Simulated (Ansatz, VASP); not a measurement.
# TiTc: VASP beside Ansatz

```
Ti Tc
1.0
     3.11000    0.00000    0.00000
     0.00000    3.11000    0.00000
     0.00000    0.00000    3.07890
Ti Tc
1 1
Direct
  0.50000 0.50000 0.50000
  0.00000 0.00000 0.00000
```

Change from the starting cell: zz strain of -1 %.

Alike in both runs: task single point; functional PBEsol; k mesh 12 × 12 × 12; occupations fermi-dirac, width 0.08 eV; no spin polarisation.

|  | VASP | Ansatz |
| --- | --- | --- |
| version | VASP 6.6.1 | Ansatz 0.2.0 |
| potentials or method | VASP PAW PBE potentials, release 64 (Ti_sv, Tc_pv), cutoff 520 eV | all-electron LAPW, scalar-relativistic |

VASP gave:

* pressure (GPa): -6.5
* traceless stress, the component that is largest in VASP (GPa): 1.50

Q: Which values does Ansatz return?

A: Pressure (GPa): -6.2; traceless stress, the component that is largest in VASP (GPa): 1.50.

VASP's potentials were made for PBE, not for PBEsol. Ansatz ran all-electron here, and VASP with PAW potentials.
